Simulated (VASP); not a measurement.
# SnS (Pnma) in VASP: a series of runs, part 2 of 2

VASP 6.6.1.

### Step 4. Single point, PBE (28.20 Å³/atom)

This run uses another cell than the first one, of 28.20 Å³/atom.

INCAR

```
SYSTEM = SnS
PREC = Accurate
ENCUT = 500
EDIFF = 1E-6
ISMEAR = 0
SIGMA = 0.02
LREAL = .FALSE.
LASPH = .TRUE.
NELM = 120
ALGO = Normal
ISIF = 2
LWAVE = .FALSE.
LCHARG = .TRUE.
GGA = PE
LELF = .TRUE.
LVHAR = .TRUE.
NBANDS = 50
GGA_COMPAT = .FALSE.
```

KPOINTS

```
regular mesh
0
G
  4 8 6
  0 0 0
```

POSCAR

```
SnS
1.0
   12.0448273377      0.0000000000      0.0000000000
    0.0000000000      4.0331519805      0.0000000000
    0.0000000000      0.0000000000      4.6444371429
Sn S
4 4
Direct
    0.1290960325      0.2500000000      0.1394246827
    0.3709039675      0.7500000000      0.6394246827
    0.6290960325      0.2500000000      0.3605753173
    0.8709039675      0.7500000000      0.8605753173
    0.8436911623      0.2500000000      0.4845035644
    0.6563088377      0.7500000000      0.9845035644
    0.3436911623      0.2500000000      0.0154964356
    0.1563088377      0.7500000000      0.5154964356
```

Potentials or basis: VASP PAW PBE potentials, release 64 (Sn_d, S).

Command:

```bash
$ cat potpaw_PBE.64/Sn_d/POTCAR potpaw_PBE.64/S/POTCAR > POTCAR
$ mpirun -np 1 vasp_std > vasp.out
```

OUTCAR:

```text
SYSTEM = SnS
   PREC = Accurate
   ENCUT = 500
   EDIFF = 1E-6
   ISMEAR = 0
   LREAL = .FALSE.
   LASPH = .TRUE.
   NELM = 120
   ISIF = 2
   GGA = PE

 ion  position               nearest neighbor table
   1  0.129  0.250  0.139-   7 2.65   8 2.69   8 2.69
   2  0.371  0.750  0.639-   8 2.65   7 2.69   7 2.69
   3  0.629  0.250  0.361-   5 2.65   6 2.69   6 2.69
   4  0.871  0.750  0.861-   6 2.65   5 2.69   5 2.69
   5  0.844  0.250  0.485-   3 2.65   4 2.69   4 2.69
   6  0.656  0.750  0.985-   4 2.65   3 2.69   3 2.69
   7  0.344  0.250  0.015-   1 2.65   2 2.69   2 2.69
   8  0.156  0.750  0.515-   2 2.65   1 2.69   1 2.69

  LATTYP: Found a simple orthorhombic cell.
 ALAT       =     4.0331519805
 B/A-ratio  =     1.1515651196
 C/A-ratio  =     2.9864551090

  Lattice vectors:

 A1 = (   0.0000000000,   4.0331519805,   0.0000000000)
 A2 = (   0.0000000000,   0.0000000000,   4.6444371429)
 A3 = (  12.0448273377,   0.0000000000,   0.0000000000)

Analysis of symmetry for initial positions (statically):
=====================================================================
 Subroutine PRICEL returns:
 Original cell was already a primitive cell.

 Routine SETGRP: Setting up the symmetry group for a
 simple orthorhombic supercell.

 Subroutine GETGRP returns: Found  8 space group operations
 (whereof  2 operations were pure point group operations)
 out of a pool of  8 trial point group operations.

The static configuration has the point symmetry S_2 .
 The point group associated with its full space group is D_2h.

Analysis of symmetry for dynamics (positions and initial velocities):
=====================================================================
 Subroutine PRICEL returns:
 Original cell was already a primitive cell.

 Routine SETGRP: Setting up the symmetry group for a
 simple orthorhombic supercell.

 Subroutine GETGRP returns: Found  8 space group operations
 (whereof  2 operations were pure point group operations)
 out of a pool of  8 trial point group operations.

[... 138 lines left out ...]
   GGA     = PE    functional components
   LHFCALC =     F    Hartree Fock is set to
   AEXX    =    0.0000 exact exchange contribution
   IVDW    =     0    specifies the selected vdW correction
   LEPSILON=     F    determine dielectric tensor
   LRPA    =     F    only Hartree local field effects (RPA)
 non-spin polarized calculation
 Gauss-broadening in eV      SIGMA  =   0.02
  energy-cutoff  :      500.00
  volume of cell :      225.62
 maximum number of plane-waves:      5777
 NGX is ok and might be reduce to    90
   NGX = 43   NGY = 15   NGZ = 17

 number of electron      80.0000014 magnetization

 Free energy of the ion-electron system (eV)
  ---------------------------------------------------
  ext. energy  EPLUGINS =         0.00000000
  ---------------------------------------------------
  free energy    TOTEN  =       -35.36463458 eV

  energy without entropy =      -35.36463458  energy(sigma->0) =      -35.36463458

 E-fermi :   4.3628     XC(G=0):  -9.0612

 val. band max:        4.2552616801   @ k =   0.0000   0.0000   0.3333
 cond. band min:       5.5415220630   @ k =   0.0000   0.3750   0.0000
 fundamental gap:      1.2862603828
 Fermi energy:         4.3627516399

 k-point     1 :       0.0000    0.0000    0.0000
  band No.  band energies     occupation
      1     -16.6440      2.00000
      2     -16.6406      2.00000
      3     -16.6303      2.00000
      4     -16.6286      2.00000
      5     -16.6254      2.00000
      6     -16.6245      2.00000
[... 1261 lines left out ...]
     49       8.8747      0.00000
     50       8.8748      0.00000

 [... further k-points ...]

------------------------ aborting loop because EDIFF is reached ----------------------------------------

  FORCE on cell =-STRESS in cart. coord.  units (eV):
  Direction    XX          YY          ZZ          XY          YZ          ZX
  --------------------------------------------------------------------------------------
  -------------------------------------------------------------------------------------
  Total       -1.7867249     -1.8935457     -1.7769479      0.0000000     -0.0000000      0.0000000
  in kB      -12.6879077    -13.4464649    -12.6184795      0.0000000     -0.0000000      0.0000000
  external PRESSURE =     -12.9176174 kB  Pullay stress =       0.0000000 kB

 VOLUME and BASIS-vectors are now :
 -----------------------------------------------------------------------------
  energy-cutoff  :      500.00
  volume of cell :      225.62
      direct lattice vectors                 reciprocal lattice vectors
    12.044827338  0.000000000  0.000000000     0.083023191  0.000000000  0.000000000
     0.000000000  4.033151980  0.000000000     0.000000000  0.247945033  0.000000000
     0.000000000  0.000000000  4.644437143     0.000000000  0.000000000  0.215311343

 POSITION                                       TOTAL-FORCE (eV/Angst)
 -----------------------------------------------------------------------------------
      1.55494      1.00829      0.64755        -0.003419      0.000000     -0.002946
      4.46747      3.02486      2.96977         0.003419     -0.000000     -0.002946
      7.57735      1.00829      1.67467        -0.003419     -0.000000      0.002946
     10.48989      3.02486      3.99689         0.003419     -0.000000      0.002946
     10.16211      1.00829      2.25025        -0.007865     -0.000000     -0.001938
      7.90513      3.02486      4.57246         0.007865     -0.000000     -0.001938
      4.13970      1.00829      0.07197        -0.007865      0.000000      0.001938
      1.88271      3.02486      2.39419         0.007865     -0.000000      0.001938
 -----------------------------------------------------------------------------------
    total drift:                                0.000000     -0.000000     -0.000000

  FREE ENERGIE OF THE ION-ELECTRON SYSTEM (eV)
  ---------------------------------------------------
  free  energy   TOTEN  =       -35.3646345802 eV

  energy  without entropy=      -35.3646345802  energy(sigma->0) =      -35.36463458
```

OSZICAR:

```text
N       E                     dE             d eps       ncg     rms          rms(c)
DAV:   1     0.869094032085E+03    0.86909E+03   -0.36047E+04  6474   0.198E+03
DAV:   2     0.120384296660E+03   -0.74871E+03   -0.72346E+03  6008   0.576E+02
DAV:   3    -0.255827470809E+02   -0.14597E+03   -0.13929E+03  7274   0.203E+02
DAV:   4    -0.364667567183E+02   -0.10884E+02   -0.10718E+02  7052   0.561E+01
DAV:   5    -0.369063783252E+02   -0.43962E+00   -0.43847E+00  7662   0.117E+01    0.109E+01
DAV:   6    -0.353326300467E+02    0.15737E+01   -0.32740E+00  8272   0.830E+00    0.736E+00
DAV:   7    -0.353672763303E+02   -0.34646E-01   -0.10299E+00  7804   0.320E+00    0.312E+00
DAV:   8    -0.353647933066E+02    0.24830E-02   -0.96444E-02  8236   0.187E+00    0.469E-01
DAV:   9    -0.353639872324E+02    0.80607E-03   -0.17978E-02  7934   0.789E-01    0.196E-01
DAV:  10    -0.353644074447E+02   -0.42021E-03   -0.17133E-03  7350   0.200E-01    0.107E-01
DAV:  11    -0.353646533745E+02   -0.24593E-03   -0.56481E-04  8494   0.111E-01    0.477E-02
DAV:  12    -0.353646302236E+02    0.23151E-04   -0.79640E-05  7652   0.468E-02    0.140E-02
DAV:  13    -0.353646346123E+02   -0.43886E-05   -0.16895E-05  6312   0.188E-02    0.425E-03
DAV:  14    -0.353646345802E+02    0.32014E-07   -0.13173E-06  4552   0.722E-03
   1 F= -.35364635E+02 E0= -.35364635E+02  d E =-.335353E-16
```

stdout:

```text
POSCAR found type information on POSCAR SnS
 POSCAR found :  2 types and       8 ions
 scaLAPACK will be used
 LDA part: xc-table for (Slater+PW92), standard interpolation
 POSCAR, INCAR and KPOINTS ok, starting setup
 FFT: planning ... GRIDC
 FFT: planning ... GRID_SOFT
 FFT: planning ... GRID
 WAVECAR not read
 entering main loop
```

Wall time 8.2 min (1 thread of Intel Xeon Platinum 8259CL at 2.50GHz (Skylake/Cascade Lake), shared host); peak memory 0.59 GiB.

Results:

```yaml
Free_energy: -35.3646 eV
Pressure: -1.3 GPa
Largest_force: 0.008 eV/Å
Band_gap_on_the_k_mesh: 1.29 eV (least direct gap 1.51 eV)
```

Forces in eV/Å, atoms in the order of the input:
```
Sn  -0.003  0.000 -0.003
Sn   0.003  0.000 -0.003
Sn  -0.003  0.000  0.003
Sn   0.003  0.000  0.003
S   -0.008  0.000 -0.002
S    0.008  0.000 -0.002
S   -0.008  0.000  0.002
S    0.008  0.000  0.002
```

Stress tensor (GPa, compression positive):
```
-1.27  0.00  0.00
 0.00 -1.34  0.00
 0.00  0.00 -1.26
```

Caveat: spin-orbit coupling is left out, which moves the levels of the heavy elements. A k mesh can miss the band edges.

### Step 5. Relaxation of shape and atoms at fixed volume, PBE (22.56 Å³/atom)

INCAR

```
PREC = Accurate
ENCUT = 500
EDIFF = 1E-7
ISMEAR = 0
SIGMA = 0.02
LREAL = F
LASPH = T
NELM = 120
ALGO = Normal
ISIF = 4
LWAVE = F
LCHARG = F
GGA = PE
IBRION = 2
NSW = 50
EDIFFG = -0.01
GGA_COMPAT = F
NELMIN = 4
KPAR = 4
```

KPOINTS

```
regular mesh
0
Gamma
  4 8 6
```

POSCAR

```
SnS
1.0
   10.9702709354      0.0000000000      0.0000000000
    0.0000000000      3.9491808797      0.0000000000
    0.0000000000      0.0000000000      4.1662359670
Sn S
4 4
Direct
    0.1181107370      0.2500000000      0.1058627273
    0.3818892630      0.7500000000      0.6058627273
    0.6181107370      0.2500000000      0.3941372727
    0.8818892630      0.7500000000      0.8941372727
    0.8537045171      0.2500000000      0.4747054662
    0.6462954829      0.7500000000      0.9747054662
    0.3537045171      0.2500000000      0.0252945338
    0.1462954829      0.7500000000      0.5252945338
```

Command:

```bash
$ cat potpaw_PBE.64/Sn_d/POTCAR potpaw_PBE.64/S/POTCAR > POTCAR
$ mpirun -np 4 vasp_std > vasp.out
```

Wall time 8 min (4 MPI ranks of Intel Xeon 6975P-C (Granite Rapids), shared host); peak memory 0.49 GiB.

Results (log left out):

```
Free energy                  : -35.1576 eV
Energy gained by relaxing    : 1.9 meV/atom
Ionic steps                  : 10
Pressure after relaxing      : 4.7 GPa
Largest force after relaxing : 0.010 eV/Å
Band gap on the k mesh       : 0.57 eV (least direct gap 1.03 eV)
```

Forces on the atoms (eV/Å):
```
Sn   0.000  0.000 -0.009
Sn   0.000  0.000 -0.009
Sn   0.000  0.000  0.009
Sn   0.000  0.000  0.009
S   -0.002  0.000  0.009
S    0.002  0.000  0.009
S   -0.002  0.000 -0.009
S    0.002  0.000 -0.009
```

The path:
```tsv
step	energy change (eV)	largest force (eV/Å)	pressure (GPa)	volume (Å³)
1	0.0000	0.2079	5.50	180.50
2	-0.0094	0.1095	5.18	180.50
3	-0.0131	0.0302	4.81	180.50
4	-0.0131	0.0283	4.83	180.50
5	-0.0138	0.0159	4.80	180.50
6	-0.0138	0.0145	4.80	180.50
7	-0.0141	0.0153	4.79	180.50
8	-0.0143	0.0190	4.77	180.50
9	-0.0145	0.0162	4.77	180.50
10	-0.0148	0.0095	4.75	180.50
```

Final structure:
```xyz
8
Lattice="10.9732 0.0000 0.0000 0.0000 3.9703 0.0000 0.0000 0.0000 4.1430" Properties=species:S:1:pos:R:3 pbc="T T T"
Sn    1.2853    0.9926    0.4131
Sn    4.2013    2.9777    2.4845
Sn    6.7719    0.9926    1.6584
Sn    9.6879    2.9777    3.7299
S     9.3810    0.9926    1.9540
S     7.0788    2.9777    4.0255
S     3.8944    0.9926    0.1175
S     1.5922    2.9777    2.1889
```

Levels at points of the mesh, in eV from the valence-band top:
| k point | band 36 | band 37 | band 38 | band 39 | band 40 | band 41 | band 42 | band 43 | band 44 | band 45 |
| --- | --- | --- | --- | --- | --- | --- | --- | --- | --- | --- |
| (0.00, 0.00, 0.00) | -2.37 | -2.17 | -1.44 | -0.93 | -0.87 | 0.57 | 3.07 | 3.13 | 3.22 | 3.52 |
| (0.50, 0.00, 0.00) | -2.65 | -2.44 | -2.44 | -0.86 | -0.86 | 2.63 | 2.63 | 2.85 | 2.85 | 4.03 |
| (0.00, 0.50, 0.00) | -2.17 | -1.14 | -1.14 | -0.73 | -0.73 | 1.00 | 1.00 | 1.80 | 1.80 | 1.83 |
| (0.50, 0.50, 0.00) | -2.56 | -1.01 | -1.01 | -1.01 | -1.01 | 1.54 | 1.54 | 1.54 | 1.54 | 2.31 |
| (0.00, 0.00, 0.50) | -1.97 | -1.01 | -1.01 | -0.13 | -0.13 | 1.38 | 1.38 | 1.55 | 1.55 | 1.83 |
| (0.50, 0.00, 0.50) | -2.28 | -0.78 | -0.78 | 0.00 | 0.00 | 1.19 | 1.19 | 1.61 | 1.61 | 1.74 |
| (0.00, 0.50, 0.50) | -3.74 | -2.78 | -2.78 | -1.79 | -1.79 | 2.67 | 2.67 | 2.96 | 2.96 | 4.55 |
| (0.50, 0.50, 0.50) | -4.37 | -1.95 | -1.95 | -1.95 | -1.95 | 2.46 | 2.46 | 2.46 | 2.46 | 4.80 |

Caveat: spin-orbit coupling is left out, which moves the levels of the heavy elements.

### Step 6. The runs side by side

| task | cell | k mesh | smearing | gap on the mesh (eV) | pressure (GPa) | largest force (eV/Å) |
| --- | --- | --- | --- | --- | --- | --- |
| single point | a = 10.981, b = 3.976, c = 4.133 Å, 8 atoms, atomic positions A | 4 × 8 × 6 | gaussian 0.02 eV | 0.56 | 4.7 | 0.01 |
| single point | a = 8.908, b = 9.197, c = 11.446 Å, angles 90.0, 90.0, 119.0°, 32 atoms, atomic positions B | 2 × 2 × 2 | gaussian 0.01 eV | 1.21 | 0.0 | 0.05 |
| single point | a = 12.045, b = 4.033, c = 4.644 Å, 8 atoms, atomic positions C | 4 × 8 × 6 | gaussian 0.02 eV | 1.29 | -1.3 | 0.01 |
| relaxation of shape and atoms at fixed volume | relaxed from a = 10.970, b = 3.949, c = 4.166 Å, 8 atoms, atomic positions D | 4 × 8 × 6 | gaussian 0.02 eV | 0.57 | 4.7 | 0.01 |

Alike in all rows: level PBE; potentials or basis VASP PAW PBE potentials, release 64 (Sn_d, S); no spin polarisation; cutoff (eV) 500.

Caveats: spin-orbit coupling is left out, which moves the levels of the heavy elements; the cell stands under pressure (at least some runs).

Absolute energies hang on the potentials; compare differences alone.

### Step 7. Comparison with measurements

Step 3. Against the measured gap of SnS, 1.16 eV (indirect; 20 K; “Linear dichroism of the optical properties of SnS and SnSe van der Waals crystals”, 2024, arxiv:2409.17412), the calculated 1.21 eV is off by +0.05 eV. 2 values of this kind are on record (1.09 to 1.16 eV); this one was drawn at random. Spin-orbit coupling on Sn is left out. The value is that of PBE on a finite k mesh, which can miss the band edges, without temperature or zero-point motion.
